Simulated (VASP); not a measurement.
Input of a VASP 6.6.1 run:

Contents of POSCAR:

```
Mg
1.0
    1.5769816373     -5.6966931138      0.0000000000
    1.5769816373      5.6966931138      0.0000000000
    0.0000000000      0.0000000000      5.3331400279
Mg
4
Direct
    0.1327887494      0.8672112506      0.9999956460
    0.6327887494      0.3672112506      0.5000043540
    0.8672112506      0.1327887494      0.0000043540
    0.3672112506      0.6327887494      0.4999956460
```

Contents of INCAR.step1:

```
PREC = Accurate
ENCUT = 520
ISMEAR = 0
SIGMA = 0.1
LREAL = False
LASPH = True
NELM = 100
NBANDS = 12
GGA = PE
ALGO = Normal
EDIFF = 1E-4
LWAVE = True
LCHARG = False
```

The input INCAR.step2:

```
PREC = Accurate
ENCUT = 520
EDIFF = 1E-7
ISMEAR = 0
SIGMA = 0.1
LREAL = False
LASPH = True
NELM = 100
ALGO = Normal
ISIF = 2
LWAVE = False
LCHARG = False
METAGGA = R2SCAN
LMIXTAU = True
NBANDS = 12
ISTART = 1
```

File KPOINTS:

```
regular mesh
0
Gamma
  6 6 4
```

Potentials or basis: VASP PAW PBE potentials, release 64 (Mg).

Run with:

```sh
$ cat potpaw_PBE.64/Mg/POTCAR > POTCAR
$ cp INCAR.step1 INCAR
$ mpirun -np 1 vasp_std > vasp.out
$ cp INCAR.step2 INCAR
$ mpirun -np 1 vasp_std > vasp.out
```

Q: Estimate the largest force.

A: 0.012 eV/Å.

Q: What does it give for the pressure?

A: -0.3 GPa.

Forces on the atoms (eV/Å):
```
Mg   0.000 -0.012  0.000
Mg   0.000 -0.012  0.000
Mg   0.000  0.012  0.000
Mg   0.000  0.012  0.000
```

Caveat: the PAW data sets were made with another functional, which shifts forces and pressure a little.
